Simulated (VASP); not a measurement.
# Sb in VASP: a series of runs

Sb is run at these levels: PBEsol; tasks: single point.

Everything below comes from runs of VASP 6.6.1. Logs are shortened: lines on timing, memory, paths and dates and some standing lists are left out, and cuts for length are marked.

## 1. The cell of the first run

It takes space group Pm-3m (No. 221, cubic). The conventional cell has a = 3.002 Å, b = 3.002 Å, c = 3.002 Å, α = 90.00°, β = 90.00°, γ = 90.00°. Sb (site symmetry m-3m) has 6 Sb at 3.00 Å within 4.0 Å.

## 2. Single point, PBEsol (strain -0.050 along x and y, -0.050 along z)

File INCAR:

```
ALGO = Normal
EDIFF = 1E-7
ENCUT = 520
GGA = PS
ISIF = 2
ISMEAR = 0
LASPH = True
LCHARG = True
LELF = True
LREAL = False
LVHAR = True
LWAVE = False
NBANDS = 8
NELM = 80
PREC = Accurate
SIGMA = 0.15
```

File KPOINTS:

```
k-points
0
Gamma
  16 16 16
```

File POSCAR:

```
Sb
1.0
    3.0020000000      0.0000000000      0.0000000000
    0.0000000000      3.0020000000      0.0000000000
    0.0000000000      0.0000000000      3.0020000000
Sb
1
Direct
    0.0000000000      0.0000000000      0.0000000000
```

Potentials or basis: VASP PAW PBE potentials, release 64 (Sb).

Launch:

```sh
$ cat potpaw_PBE.64/Sb/POTCAR > POTCAR
$ mpirun -np 1 vasp_std > vasp.out
```

OUTCAR:

```text
EDIFF = 1E-7
   ENCUT = 520
   GGA = PS
   ISIF = 2
   ISMEAR = 0
   LASPH = True
   LREAL = False
   NELM = 80
   PREC = Accurate

 ion  position               nearest neighbor table
   1  0.000  0.000  0.000-

  LATTYP: Found a simple cubic cell.
 ALAT       =     3.0020000000

  Lattice vectors:

 A1 = (   3.0020000000,   0.0000000000,   0.0000000000)
 A2 = (   0.0000000000,   3.0020000000,   0.0000000000)
 A3 = (   0.0000000000,   0.0000000000,   3.0020000000)

Analysis of symmetry for initial positions (statically):
=====================================================================
 Subroutine PRICEL returns:
 Original cell was already a primitive cell.

 Routine SETGRP: Setting up the symmetry group for a
 simple cubic supercell.

 Subroutine GETGRP returns: Found 48 space group operations
 (whereof 48 operations were pure point group operations)
 out of a pool of 48 trial point group operations.

The static configuration has the point symmetry O_h .

Analysis of symmetry for dynamics (positions and initial velocities):
=====================================================================
 Subroutine PRICEL returns:
 Original cell was already a primitive cell.

 Routine SETGRP: Setting up the symmetry group for a
 simple cubic supercell.

 Subroutine GETGRP returns: Found 48 space group operations
 (whereof 48 operations were pure point group operations)
 out of a pool of 48 trial point group operations.

The dynamic configuration has the point symmetry O_h .

 Subroutine INISYM returns: Found 48 space group operations
 (whereof 48 operations are pure point group operations),
 and found     1 'primitive' translations

----------------------------------------------------------------------------------------

                                     Primitive cell

  volume of cell :      27.0540

  direct lattice vectors                    reciprocal lattice vectors
     3.002000000  0.000000000  0.000000000     0.333111259  0.000000000  0.000000000
     0.000000000  3.002000000  0.000000000     0.000000000  0.333111259  0.000000000
     0.000000000  0.000000000  3.002000000     0.000000000  0.000000000  0.333111259

  length of vectors
     3.002000000  3.002000000  3.002000000     0.333111259  0.333111259  0.333111259

  position of ions in fractional coordinates (direct lattice)
     0.000000000  0.000000000  0.000000000

  ion indices of the primitive-cell ions
   primitive index   ion index
                 1           1

----------------------------------------------------------------------------------------

 KPOINTS: k-points

Automatic generation of k-mesh.
 Grid dimensions read from file:
 generate k-points for:   16   16   16

 Generating k-lattice:

  Cartesian coordinates                     Fractional coordinates (reciprocal lattice)
     0.020819454  0.000000000  0.000000000     0.062500000  0.000000000  0.000000000
     0.000000000  0.020819454  0.000000000     0.000000000  0.062500000  0.000000000
     0.000000000  0.000000000  0.020819454     0.000000000  0.000000000  0.062500000

  Length of vectors
     0.020819454  0.020819454  0.020819454

  Shift w.r.t. Gamma in fractional coordinates (k-lattice)
     0.000000000  0.000000000  0.000000000

 Subroutine IBZKPT returns following result:
 ===========================================

 Found    165 irreducible k-points:

 Following reciprocal coordinates:
            Coordinates               Weight
  0.000000  0.000000  0.000000      1.000000
  0.062500  0.000000  0.000000      6.000000
  0.125000  0.000000  0.000000      6.000000
  0.187500  0.000000  0.000000      6.000000
  0.250000  0.000000  0.000000      6.000000
  0.312500  0.000000  0.000000      6.000000
[... 16 lines left out ...]
  0.437500  0.125000  0.000000     24.000000
  0.500000  0.125000  0.000000     12.000000
 [... further k-points ...]
   k-points           NKPTS =    165   k-points in BZ     NKDIM =    165   number of bands    NBANDS=      8
   number of dos      NEDOS =    301   number of ions     NIONS =      1
   total plane-waves  NPLWV =  13824
   dimension x,y,z NGX =    24 NGY =   24 NGZ =   24
   dimension x,y,z NGXF=    48 NGYF=   48 NGZF=   48
   ions per type =               1
   NGX,Y,Z   is equivalent  to a cutoff of  13.29, 13.29, 13.29 a.u.
   NGXF,Y,Z  is equivalent  to a cutoff of  26.58, 26.58, 26.58 a.u.
 SYSTEM =  unknown system
   PREC   = accura    normal or accurate (medium, high low for compatibility)
   ISTART =      0    job   : 0-new  1-cont  2-samecut
   ICHARG =      2    charge: 1-file 2-atom 10-const
   ISPIN  =      1    spin polarized calculation?
   LNONCOLLINEAR =      F non collinear calculations
   LSORBIT =      F    spin-orbit coupling
   LASPH  =      T    aspherical Exc in radial PAW
   ENCUT  =  520.0 eV  38.22 Ry    6.18 a.u.   5.58  5.58  5.58*2*pi/ulx,y,z
   NELM   =     80;   NELMIN=  2; NELMDL= -5     # of ELM steps
   EDIFF  = 0.1E-06   stopping-criterion for ELM
   LREAL  =      F    real-space projection
   EDIFFG = 0.1E-05   stopping-criterion for IOM
   NSW    =      0    number of steps for IOM
   IBRION =     -1    ionic relax: 0-MD 1-quasi-New 2-CG
   NFREE  =      0    steps in history (QN), initial steepest desc. (CG)
   ISIF   =      2    stress and relaxation
   ISYM   =      2    0-nonsym 1-usesym 2-fastsym
   POTIM  = 0.5000    time-step for ionic-motion
   TEBEG  =    0.0;   TEEND  =   0.0 temperature during run
   PSTRESS=    0.0 pullay stress
   NELECT =       5.0000    total number of electrons
   NUPDOWN=      -1.0000    fix difference up-down
   EMIN   =  10.00;   EMAX   =-10.00  energy-range for DOS
   EFERMI =   0.00;   METHOD = LEGACY
   ISMEAR =     0;   SIGMA  =   0.15  broadening in eV -4-tet -1-fermi 0-gaus
   EFERMI_NEDOS =   21; number of points for ismear=-14 and -15
   IALGO  =     38    algorithm
   IMIX   =      4    mixing-type and parameters
     AMIX     =   0.40;   BMIX     =  1.00
     AMIX_MAG =   1.60;   BMIX_MAG =  1.00
  volume/ion in A,a.u.               =      27.05       182.57
  Fermi-wavevector in a.u.,A,eV,Ry     =   0.932511  1.762191 11.831320  0.869577
  Thomas-Fermi vector in A             =   2.059117
   LORBIT       =      0    0 simple, 1 ext, 2 COOP (PROOUT), +10 PAW based schemes
   GGA     = PS    functional components
   LHFCALC =     F    Hartree Fock is set to
   AEXX    =    0.0000 exact exchange contribution
   IVDW    =     0    specifies the selected vdW correction
   LEPSILON=     F    determine dielectric tensor
   LRPA    =     F    only Hartree local field effects (RPA)
 non-spin polarized calculation
 Gauss-broadening in eV      SIGMA  =   0.15
  energy-cutoff  :      520.00
  volume of cell :       27.05
 maximum number of plane-waves:       743
 NGX is ok and might be reduce to    24
   NGX = 11   NGY = 11   NGZ = 11

 number of electron       5.0000001 magnetization

 Free energy of the ion-electron system (eV)
  ---------------------------------------------------
  ext. energy  EPLUGINS =         0.00000000
  ---------------------------------------------------
  free energy    TOTEN  =        -4.51524659 eV

  energy without entropy =       -4.51198249  energy(sigma->0) =       -4.51361454

 E-fermi :   8.2574     XC(G=0): -10.1698

 val. band max:        8.2136404475   @ k =   0.3125   0.3125   0.3125
 cond. band min:       8.3782457889   @ k =   0.4375   0.2500   0.0000
 fundamental gap:      0.1646053414
 Fermi energy:         8.2574091018

 k-point     1 :       0.0000    0.0000    0.0000
  band No.  band energies     occupation
      1      -4.9248      2.00000
      2      11.7805      0.00000
      3      11.7805      0.00000
      4      11.7805      0.00000
      5      15.3300      0.00000
      6      15.3300      0.00000
      7      17.0241      0.00000
      8      26.5569      0.00000

 k-point     2 :       0.0625    0.0000    0.0000
  band No.  band energies     occupation
      1      -4.8621      2.00000
      2      10.9273      0.00000
      3      11.8444      0.00000
      4      11.8444      0.00000
      5      15.3771      0.00000
      6      15.8955      0.00000
      7      17.4337      0.00000
      8      25.9822      0.00000

 k-point     3 :       0.1250    0.0000    0.0000
  band No.  band energies     occupation
      1      -4.6749      2.00000
      2       9.3263      0.00000
      3      12.0328      0.00000
      4      12.0328      0.00000
      5      15.5179      0.00000
      6      16.4254      0.00000
      7      18.8635      0.00000
      8      24.9511      0.00000

 k-point     4 :       0.1875    0.0000    0.0000
  band No.  band energies     occupation
      1      -4.3665      2.00000
      2       7.6360      2.00000
      3      12.3351      0.00000
      4      12.3351      0.00000
      5      15.7514      0.00000
      6      16.7711      0.00000
      7      20.7729      0.00000
      8      23.8398      0.00000

 k-point     5 :       0.2500    0.0000    0.0000
  band No.  band energies     occupation
      1      -3.9448      2.00000
      2       6.0175      2.00000
      3      12.7311      0.00000
      4      12.7311      0.00000
      5      16.0746      0.00000
      6      17.1497      0.00000
      7      22.6335      0.00000
      8      22.7435      0.00000

 k-point     6 :       0.3125    0.0000    0.0000
  band No.  band energies     occupation
      1      -3.4280      2.00000
      2       4.5405      2.00000
      3      13.1856      0.00000
      4      13.1856      0.00000
      5      16.4797      0.00000
      6      17.6073      0.00000
      7      21.7260      0.00000
      8      21.7260      0.00000

 k-point     7 :       0.3750    0.0000    0.0000
  band No.  band energies     occupation
      1      -2.8599      2.00000
      2       3.2731      2.00000
      3      13.6390      0.00000
      4      13.6390      0.00000
      5      16.9451      0.00000
      6      18.1460      0.00000
      7      20.8620      0.00000
      8      20.8620      0.00000

 k-point     8 :       0.4375    0.0000    0.0000
  band No.  band energies     occupation
      1      -2.3493      2.00000
      2       2.3382      2.00000
      3      13.9952      0.00000
      4      13.9952      0.00000
      5      17.4011      0.00000
      6      18.7183      0.00000
      7      20.1088      0.00000
      8      20.2564      0.00000

 k-point     9 :       0.5000    0.0000    0.0000
  band No.  band energies     occupation
      1      -2.1226      2.00000
      2       1.9693      2.00000
      3      14.1346      0.00000
      4      14.1346      0.00000
      5      17.6289      0.00000
      6      19.0508      0.00000
      7      19.7724      0.00000
      8      20.0334      0.00000

 k-point    10 :       0.0625    0.0625    0.0000
  band No.  band energies     occupation
      1      -4.7994      2.00000
      2      10.9134      0.00000
      3      11.0702      0.00000
      4      11.9084      0.00000
      5      15.6622      0.00000
      6      16.3531      0.00000
      7      17.7080      0.00000
      8      25.2292      0.00000
[... 78 lines left out ...]
 k-point    18 :       0.1250    0.1250    0.0000
  band No.  band energies     occupation
      1      -4.4249      2.00000
      2       9.4086      0.00000
      3       9.7458      0.00000
      4      12.2860      0.00000
      5      16.1229      0.00000
      6      18.3218      0.00000
      7      19.3783      0.00000
      8      22.7352      0.00000

 k-point    19 :       0.1875    0.1250    0.0000
  band No.  band energies     occupation
      1      -4.1164      2.00000
      2       7.8664      1.99977
      3       9.8975      0.00000
      4      12.5894      0.00000
      5      16.3866      0.00000
      6      18.8859      0.00000
      7      20.5304      0.00000
      8      21.8546      0.00000

 k-point    20 :       0.2500    0.1250    0.0000
  band No.  band energies     occupation
      1      -3.6945      2.00000
      2       6.2550      2.00000
      3      10.2902      0.00000
      4      12.9870      0.00000
      5      16.7227      0.00000
      6      18.8801      0.00000
      7      20.2851      0.00000
      8      22.9270      0.00000

 k-point    21 :       0.3125    0.1250    0.0000
  band No.  band energies     occupation
      1      -3.1773      2.00000
      2       4.7799      2.00000
      3      10.7615      0.00000
      4      13.4438      0.00000
      5      17.1153      0.00000
      6      18.2259      0.00000
      7      20.2346      0.00000
      8      21.9035      0.00000

 k-point    22 :       0.3750    0.1250    0.0000
  band No.  band energies     occupation
      1      -2.6083      2.00000
      2       3.5126      2.00000
      3      11.2565      0.00000
      4      13.9000      0.00000
      5      17.1168      0.00000
      6      17.8546      0.00000
      7      20.3455      0.00000
      8      21.0420      0.00000

 k-point    23 :       0.4375    0.1250    0.0000
  band No.  band energies     occupation
      1      -2.0965      2.00000
      2       2.5768      2.00000
      3      11.6726      0.00000
      4      14.2591      0.00000
      5      16.5157      0.00000
      6      18.3342      0.00000
      7      20.0307      0.00000
      8      20.4365      0.00000

 k-point    24 :       0.5000    0.1250    0.0000
  band No.  band energies     occupation
      1      -1.8689      2.00000
      2       2.2071      2.00000
      3      11.8457      0.00000
      4      14.3999      0.00000
      5      16.2580      0.00000
      6      18.6921      0.00000
      7      19.6719      0.00000
      8      20.2130      0.00000

 [... further k-points ...]
[... 5 lines left out ...]
  --------------------------------------------------------------------------------------
  -------------------------------------------------------------------------------------
  Total        0.7381886      0.7381886      0.7381886      0.0000000      0.0000000      0.0000000
  in kB       43.7165446     43.7165446     43.7165446      0.0000000      0.0000000      0.0000000
  external PRESSURE =      43.7165446 kB  Pullay stress =       0.0000000 kB

 VOLUME and BASIS-vectors are now :
 -----------------------------------------------------------------------------
  energy-cutoff  :      520.00
  volume of cell :       27.05
      direct lattice vectors                 reciprocal lattice vectors
     3.002000000  0.000000000  0.000000000     0.333111259  0.000000000  0.000000000
     0.000000000  3.002000000  0.000000000     0.000000000  0.333111259  0.000000000
     0.000000000  0.000000000  3.002000000     0.000000000  0.000000000  0.333111259

 POSITION                                       TOTAL-FORCE (eV/Angst)
 -----------------------------------------------------------------------------------
      0.00000      0.00000      0.00000         0.000000      0.000000      0.000000
 -----------------------------------------------------------------------------------
    total drift:                                0.000000      0.000000      0.000000

  FREE ENERGIE OF THE ION-ELECTRON SYSTEM (eV)
  ---------------------------------------------------
  free  energy   TOTEN  =        -4.5152465875 eV

  energy  without entropy=       -4.5119824908  energy(sigma->0) =       -4.51361454
```

It took 14 s on 1 thread of AMD EPYC 9R45 (Zen 5), shared host; peak memory 0.13 GiB.

What came out:

| Property | Result |
| --- | --- |
| Free energy | -4.5152 eV |
| Pressure | 4.4 GPa |

Levels at points of the mesh, in eV from the Fermi level:
| k point | band 1 | band 2 | band 3 | band 4 | band 5 | band 6 | band 7 | band 8 |
| --- | --- | --- | --- | --- | --- | --- | --- | --- |
| (0.00, 0.00, 0.00) | -13.18 | 3.52 | 3.52 | 3.52 | 7.07 | 7.07 | 8.77 | 18.30 |
| (0.50, 0.00, 0.00) | -10.38 | -6.29 | 5.88 | 5.88 | 9.37 | 10.79 | 11.51 | 11.78 |
| (0.50, 0.50, 0.00) | -7.36 | -3.98 | -3.98 | 1.76 | 8.34 | 13.54 | 13.54 | 13.73 |
| (0.50, 0.50, 0.50) | -3.92 | -1.79 | -1.79 | -1.79 | 4.69 | 4.69 | 4.69 | 6.58 |

Caveat: the cell differs from its parent crystal (strain -0.050 along x and y, -0.050 along z); the PAW data sets were made with another functional, which shifts forces and pressure a little; spin-orbit coupling is left out, which moves the levels of the heavy elements.

## 3. Single point, PBEsol (strain -0.050 along x and y, +0.025 along z)

File INCAR:

```
SYSTEM = Sb
  PREC = Accurate
  ENCUT = 520
  EDIFF = 1E-6
  ISMEAR = 0
  SIGMA = 0.15
  LREAL = .False.
  LASPH = .True.
  NELM = 80
  ALGO = Normal
  ISIF = 2
  LWAVE = .False.
  LCHARG = .False.
  GGA = PS
  NBANDS = 8
```

File KPOINTS:

```
regular mesh
0
Gamma
  16 16 16
  0 0 0
```

POSCAR, as its differences from that of step 2:

```diff
@@ -4,3 +4,3 @@
     0.0000000000      3.0020000000      0.0000000000
-    0.0000000000      0.0000000000      3.0020000000
+    0.0000000000      0.0000000000      3.2390000000
 Sb
```

Potentials or basis: VASP PAW PBE potentials, release 64 (Sb).

Launch:

```sh
$ cat potpaw_PBE.64/Sb/POTCAR > POTCAR
$ mpirun -np 1 vasp_std > vasp.out
```

OUTCAR:

```text
SYSTEM = Sb
   PREC = Accurate
   ENCUT = 520
   EDIFF = 1E-6
   ISMEAR = 0
   LREAL = .False.
   LASPH = .True.
   NELM = 80
   ISIF = 2
   GGA = PS

 ion  position               nearest neighbor table
   1  0.000  0.000  0.000-

  LATTYP: Found a simple tetragonal cell.
 ALAT       =     3.0020000000
 C/A-ratio  =     1.0789473684

  Lattice vectors:

 A1 = (   3.0020000000,   0.0000000000,   0.0000000000)
 A2 = (   0.0000000000,   3.0020000000,   0.0000000000)
 A3 = (   0.0000000000,   0.0000000000,   3.2390000000)

Analysis of symmetry for initial positions (statically):
[... 436 lines left out ...]
      3      11.3887      0.00000
      4      11.7906      0.00000
      5      15.5953      0.00000
      6      16.7109      0.00000
      7      17.5548      0.00000
      8      17.7493      0.00000

 [... further k-points ...]
[... 5 lines left out ...]
  --------------------------------------------------------------------------------------
  -------------------------------------------------------------------------------------
  Total        0.5127917      0.5127917     -1.1213707      0.0000000     -0.0000000      0.0000000
  in kB       28.1461651     28.1461651    -61.5499180      0.0000000     -0.0000000      0.0000000
  external PRESSURE =      -1.7525292 kB  Pullay stress =       0.0000000 kB

 VOLUME and BASIS-vectors are now :
 -----------------------------------------------------------------------------
  energy-cutoff  :      520.00
  volume of cell :       29.19
      direct lattice vectors                 reciprocal lattice vectors
     3.002000000  0.000000000  0.000000000     0.333111259  0.000000000  0.000000000
     0.000000000  3.002000000  0.000000000     0.000000000  0.333111259  0.000000000
     0.000000000  0.000000000  3.239000000     0.000000000  0.000000000  0.308737265

 POSITION                                       TOTAL-FORCE (eV/Angst)
 -----------------------------------------------------------------------------------
      0.00000      0.00000      0.00000         0.000000      0.000000      0.000000
 -----------------------------------------------------------------------------------
    total drift:                                0.000000      0.000000      0.000000

  FREE ENERGIE OF THE ION-ELECTRON SYSTEM (eV)
  ---------------------------------------------------
  free  energy   TOTEN  =        -4.4919382864 eV

  energy  without entropy=       -4.4860873554  energy(sigma->0) =       -4.48901282
```

stdout:

```text
POSCAR found type information on POSCAR Sb
 POSCAR found :  1 types and       1 ions
 scaLAPACK will be used
 -----------------------------------------------------------------------------
|                                                                             |
|                                                                             |
|     You enforced a specific xc type in the INCAR file but a different       |
|     I HOPE YOU KNOW WHAT YOU ARE DOING!                                     |
|                                                                             |
 -----------------------------------------------------------------------------

 LDA part: xc-table for (Slater+PW92), standard interpolation
 POSCAR, INCAR and KPOINTS ok, starting setup
 FFT: planning ... GRIDC
 FFT: planning ... GRID_SOFT
 FFT: planning ... GRID
 WAVECAR not read
 entering main loop
```

It took 29 s on 1 thread of AMD EPYC 9R45 (Zen 5), shared host; peak memory 0.18 GiB.

What came out:

| Item | Value |
| --- | --- |
| Free energy | -4.4919 eV |
| Pressure | -0.2 GPa |

Caveat: the cell differs from its parent crystal (strain -0.050 along x and y, +0.025 along z); the PAW data sets were made with another functional, which shifts forces and pressure a little; spin-orbit coupling is left out, which moves the levels of the heavy elements.
